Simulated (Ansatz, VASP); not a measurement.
**Be: VASP beside Ansatz**

```
CELL_PARAMETERS angstrom
-2.19410 2.19477 1.79052
2.19410 -2.19477 1.79052
2.19410 2.19477 -1.79052
ATOMIC_POSITIONS crystal
Be 0.65950 0.15960 0.81910
Be 0.15950 0.34040 0.49989
Be 0.84050 0.65960 0.50011
Be 0.34050 0.84040 0.18090
```

Change from the starting cell: the structure that the rattled cell fell into.

Alike in both runs: functional PBE; k mesh 16 × 16 × 16; occupations gaussian, width 0.1 eV; no spin polarisation.

Ansatz relaxed the structure, and its values are those at the end. VASP's run is a single point on that final structure, the one shown.

|  | VASP | Ansatz |
| --- | --- | --- |
| version | VASP 6.6.1 | Ansatz 0.2.0 |
| potentials or method | VASP PAW PBE potentials, release 64 (Be), cutoff 520 eV | scalar-relativistic, plane waves, PAW |
| valence electrons in the cell | 8 | 8 |

Ansatz gave:

| Property | Result |
| --- | --- |
| gap on the k mesh at the Fermi level (eV) | none |
| pressure (GPa) | 0.0 |
| rms of the force components (eV/Å) | 0.000 |

Task: Which values does VASP return?

Result: gap on the k mesh at the Fermi level (eV): none; pressure (GPa): 0.2; rms of the force components (eV/Å): 0.005.

A gap of «none» marks a metal or a gap that the smearing closes.
